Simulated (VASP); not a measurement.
# BN (r.bp) (F-43m) in VASP: single point with PBE

Aim: the single point of BN (r.bp) with PBE.

All numbers are computed with VASP 6.6.1; they aren't measurements. Logs are shortened: lines on timing, memory, paths and dates and some standing lists are left out, and cuts for length are marked.

### 1 The cell of the first run

It takes space group F-43m (No. 216, cubic). The conventional cell has a = 3.606 Å, b = 3.606 Å, c = 3.606 Å, α = 90.00°, β = 90.00°, γ = 90.00°. B (site symmetry -43m) has 4 N at 1.56 Å within 2.1 Å. N (site symmetry -43m) has 4 B at 1.56 Å within 2.1 Å.

### 2 Single point, PBE

Contents of INCAR:

```
SYSTEM = BN
ALGO = Normal
EDIFF = 1E-6
ENCUT = 600
GGA = PE
GGA_COMPAT = .False.
ISIF = 2
ISMEAR = 0
LASPH = .True.
LCHARG = .False.
LREAL = .False.
LWAVE = .False.
NBANDS = 11
NELM = 120
PREC = Accurate
SIGMA = 0.02
```

Contents of KPOINTS:

```
k-points
0
Gamma
  12 12 12
  0 0 0
```

Contents of POSCAR:

```
BN
1.0
    0.0000000000      1.8029875174      1.8029875174
    1.8029875174      0.0000000000      1.8029875174
    1.8029875174      1.8029875174      0.0000000000
B N
1 1
Direct
    0.0000000000      0.0000000000      0.0000000000
    0.2500000000      0.2500000000      0.2500000000
```

Potentials or basis: VASP PAW PBE potentials, release 64 (B, N).

On the command line:

```
$ cat potpaw_PBE.64/B/POTCAR potpaw_PBE.64/N/POTCAR > POTCAR
$ mpirun -np 1 vasp_std > vasp.out
```

OUTCAR:

```text
SYSTEM = BN
   EDIFF = 1E-6
   ENCUT = 600
   GGA = PE
   ISIF = 2
   ISMEAR = 0
   LASPH = .True.
   LREAL = .False.
   NELM = 120
   PREC = Accurate

 ion  position               nearest neighbor table
   1  0.000  0.000  0.000-   2 1.56   2 1.56   2 1.56   2 1.56
   2  0.250  0.250  0.250-   1 1.56   1 1.56   1 1.56   1 1.56

  LATTYP: Found a face centered cubic cell.
 ALAT       =     3.6059750348

  Lattice vectors:

 A1 = (   0.0000000000,   1.8029875174,   1.8029875174)
 A2 = (   1.8029875174,   0.0000000000,   1.8029875174)
 A3 = (   1.8029875174,   1.8029875174,   0.0000000000)

Analysis of symmetry for initial positions (statically):
=====================================================================
 Subroutine PRICEL returns:
 Original cell was already a primitive cell.

 Routine SETGRP: Setting up the symmetry group for a
 face centered cubic supercell.

 Subroutine GETGRP returns: Found 24 space group operations
 (whereof 24 operations were pure point group operations)
 out of a pool of 48 trial point group operations.

The static configuration has the point symmetry T_d .

Analysis of symmetry for dynamics (positions and initial velocities):
=====================================================================
 Subroutine PRICEL returns:
 Original cell was already a primitive cell.

 Routine SETGRP: Setting up the symmetry group for a
 face centered cubic supercell.

 Subroutine GETGRP returns: Found 24 space group operations
 (whereof 24 operations were pure point group operations)
 out of a pool of 48 trial point group operations.

The dynamic configuration has the point symmetry T_d .

 Subroutine INISYM returns: Found 24 space group operations
 (whereof 24 operations are pure point group operations),
 and found     1 'primitive' translations

----------------------------------------------------------------------------------------

                                     Primitive cell

  volume of cell :      11.7222

  direct lattice vectors                    reciprocal lattice vectors
     0.000000000  1.802987517  1.802987517    -0.277317505  0.277317505  0.277317505
     1.802987517  0.000000000  1.802987517     0.277317505 -0.277317505  0.277317505
     1.802987517  1.802987517  0.000000000     0.277317505  0.277317505 -0.277317505

  length of vectors
     2.549809400  2.549809400  2.549809400     0.480328009  0.480328009  0.480328009

  position of ions in fractional coordinates (direct lattice)
     0.000000000  0.000000000  0.000000000
     0.250000000  0.250000000  0.250000000

  ion indices of the primitive-cell ions
[... 79 lines left out ...]
   IBRION =     -1    ionic relax: 0-MD 1-quasi-New 2-CG
   NFREE  =      0    steps in history (QN), initial steepest desc. (CG)
   ISIF   =      2    stress and relaxation
   ISYM   =      2    0-nonsym 1-usesym 2-fastsym
   POTIM  = 0.5000    time-step for ionic-motion
   TEBEG  =    0.0;   TEEND  =   0.0 temperature during run
   PSTRESS=    0.0 pullay stress
   NELECT =       8.0000    total number of electrons
   NUPDOWN=      -1.0000    fix difference up-down
   EMIN   =  10.00;   EMAX   =-10.00  energy-range for DOS
   EFERMI =   0.00;   METHOD = LEGACY
   ISMEAR =     0;   SIGMA  =   0.02  broadening in eV -4-tet -1-fermi 0-gaus
   EFERMI_NEDOS =   21; number of points for ismear=-14 and -15
   IALGO  =     38    algorithm
   IMIX   =      4    mixing-type and parameters
     AMIX     =   0.40;   BMIX     =  1.00
     AMIX_MAG =   1.60;   BMIX_MAG =  1.00
  volume/ion in A,a.u.               =       5.86        39.55
  Fermi-wavevector in a.u.,A,eV,Ry     =   1.441348  2.723752 28.265877  2.077483
  Thomas-Fermi vector in A             =   2.559990
   LORBIT       =      0    0 simple, 1 ext, 2 COOP (PROOUT), +10 PAW based schemes
   GGA     = PE    functional components
   LHFCALC =     F    Hartree Fock is set to
   AEXX    =    0.0000 exact exchange contribution
   IVDW    =     0    specifies the selected vdW correction
   LEPSILON=     F    determine dielectric tensor
   LRPA    =     F    only Hartree local field effects (RPA)
 non-spin polarized calculation
 Gauss-broadening in eV      SIGMA  =   0.02
  energy-cutoff  :      600.00
  volume of cell :       11.72
 maximum number of plane-waves:       399
   NGX = 11   NGY = 11   NGZ = 11

 number of electron       7.9999999 magnetization

 Free energy of the ion-electron system (eV)
  ---------------------------------------------------
  ext. energy  EPLUGINS =         0.00000000
  ---------------------------------------------------
  free energy    TOTEN  =       -17.45070742 eV

  energy without entropy =      -17.45070742  energy(sigma->0) =      -17.45070742

 E-fermi :   7.5964     XC(G=0): -12.8593

 val. band max:        7.4954119527   @ k =   0.0000   0.0000   0.0000
 cond. band min:      11.9625327336   @ k =   0.5000   0.5000   0.0000
 fundamental gap:      4.4671207809
 Fermi energy:         7.5963665375

 k-point     1 :       0.0000    0.0000    0.0000
  band No.  band energies     occupation
      1     -12.8210      2.00000
      2       7.4954      2.00000
      3       7.4954      2.00000
      4       7.4954      2.00000
      5      16.3509      0.00000
      6      16.3509      0.00000
      7      16.3509      0.00000
      8      17.9675      0.00000
      9      32.3889      0.00000
     10      35.3537      0.00000
     11      35.3537      0.00000
[... 309 lines left out ...]
 k-point    24 :      -0.4167    0.1667    0.0000
  band No.  band energies     occupation
      1      -8.2028      2.00000
      2      -2.5669      2.00000
      3       3.3471      2.00000
      4       4.9087      2.00000
      5      16.8469      0.00000
      6      19.7948      0.00000
      7      19.7957      0.00000
      8      23.2833      0.00000
      9      28.6422      0.00000
     10      32.9388      0.00000
     11      34.3262      0.00000

 [... further k-points ...]
[... 5 lines left out ...]
  --------------------------------------------------------------------------------------
  -------------------------------------------------------------------------------------
  Total        0.4352473      0.4352473      0.4352473     -0.0000000      0.0000000      0.0000000
  in kB       59.4892539     59.4892539     59.4892539     -0.0000000      0.0000000      0.0000000
  external PRESSURE =      59.4892539 kB  Pullay stress =       0.0000000 kB

 VOLUME and BASIS-vectors are now :
 -----------------------------------------------------------------------------
  energy-cutoff  :      600.00
  volume of cell :       11.72
      direct lattice vectors                 reciprocal lattice vectors
     0.000000000  1.802987517  1.802987517    -0.277317505  0.277317505  0.277317505
     1.802987517  0.000000000  1.802987517     0.277317505 -0.277317505  0.277317505
     1.802987517  1.802987517  0.000000000     0.277317505  0.277317505 -0.277317505

 POSITION                                       TOTAL-FORCE (eV/Angst)
 -----------------------------------------------------------------------------------
      0.00000      0.00000      0.00000        -0.000000     -0.000000     -0.000000
      0.90149      0.90149      0.90149         0.000000      0.000000      0.000000
 -----------------------------------------------------------------------------------
    total drift:                                0.000000      0.000000      0.000000

  FREE ENERGIE OF THE ION-ELECTRON SYSTEM (eV)
  ---------------------------------------------------
  free  energy   TOTEN  =       -17.4507074215 eV

  energy  without entropy=      -17.4507074215  energy(sigma->0) =      -17.45070742
```

OSZICAR:

```text
N       E                     dE             d eps       ncg     rms          rms(c)
DAV:   1     0.158962292368E+02    0.15896E+02   -0.54875E+03  1608   0.812E+02
DAV:   2    -0.177619851344E+02   -0.33658E+02   -0.32413E+02  1975   0.191E+02
DAV:   3    -0.184273940355E+02   -0.66541E+00   -0.66424E+00  1874   0.222E+01
DAV:   4    -0.184282224382E+02   -0.82840E-03   -0.82839E-03  1710   0.899E-01
DAV:   5    -0.184282232092E+02   -0.77097E-06   -0.77094E-06  1836   0.272E-02    0.673E+00
DAV:   6    -0.175391508876E+02    0.88907E+00   -0.29299E+00  1744   0.105E+01    0.327E+00
DAV:   7    -0.174649348020E+02    0.74216E-01   -0.10641E-01  1794   0.272E+00    0.192E+00
DAV:   8    -0.174504248869E+02    0.14510E-01   -0.36247E-02  1769   0.140E+00    0.197E-01
DAV:   9    -0.174506150358E+02   -0.19015E-03   -0.93059E-04  1668   0.265E-01    0.843E-02
DAV:  10    -0.174507022771E+02   -0.87241E-04   -0.12295E-04  1745   0.101E-01    0.154E-02
DAV:  11    -0.174507073493E+02   -0.50721E-05   -0.85323E-06  1806   0.246E-02    0.104E-02
DAV:  12    -0.174507074215E+02   -0.72209E-07   -0.14187E-06  1017   0.887E-03
   1 F= -.17450707E+02 E0= -.17450707E+02  d E =-.168381E-15
```

stdout:

```text
POSCAR found type information on POSCAR B N
 POSCAR found :  2 types and       2 ions
 scaLAPACK will be used
 LDA part: xc-table for (Slater+PW92), standard interpolation
 POSCAR, INCAR and KPOINTS ok, starting setup
 FFT: planning ... GRIDC
 FFT: planning ... GRID_SOFT
 FFT: planning ... GRID
 WAVECAR not read
 entering main loop
```

Wall time 15 s (1 thread of Intel Xeon 8259CL, shared host); peak memory 0.12 GiB.

What came out:

```
Free energy            : -17.4507 eV
Pressure               : 5.9 GPa
Band gap on the k mesh : 4.47 eV, indirect (least direct gap 8.86 eV)
```

A k mesh can miss the band edges. PBE gaps usually lie below the measured ones, often by a third to a half.
